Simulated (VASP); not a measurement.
Pt3PbC, 5 atoms in the cell. The structure is cubic, space group Pm-3m (No. 221). The conventional cell has a = 4.447 Å, b = 4.447 Å, c = 4.447 Å, α = 90.00°, β = 90.00°, γ = 90.00°. Within 2.9 Å of Pt (site symmetry 4/mmm) lie 2 C at 2.22 Å. Within 4.1 Å of Pb (site symmetry m-3m) lie 12 Pt at 3.14 Å and 8 C at 3.85 Å. Within 2.9 Å of C (site symmetry m-3m) lie 6 Pt at 2.22 Å. 

| Property | Result |
| --- | --- |
| Program | VASP 6.6.1 |
| Task | single point |
| Functional | PBE |
| Potentials or basis | VASP PAW PBE potentials, release 64 (Pt, Pb_d, C) |
| Cutoff | 520 eV |
| k mesh | 5 × 5 × 5 |
| Occupations | fermi-dirac, width 0.1 eV |
| Spin | no spin polarisation |
| Dipole correction | no |
| Further INCAR settings | ALGO = Normal; EDIFF = 1e-07; NBANDS = 32 |

Potentials or basis: VASP PAW PBE potentials, release 64 (Pt, Pb_d, C).

Run with:

```sh
$ cat potpaw_PBE.64/Pt/POTCAR potpaw_PBE.64/Pb_d/POTCAR potpaw_PBE.64/C/POTCAR > POTCAR
$ mpirun -np 1 vasp_std > vasp.out
```

Hardware: 1 thread of Intel(R) Xeon(R) Platinum 8375C CPU @ 2.90GHz (Ice Lake) (shared host).

**Question.** How long does it take, and how much memory?

**Answer.** Run time: 24 s on 1 thread of Intel(R) Xeon(R) Platinum 8375C CPU @ 2.90GHz (Ice Lake) (shared host), peak memory 0.21 GiB. Counts: scf iterations 14, k points 10.
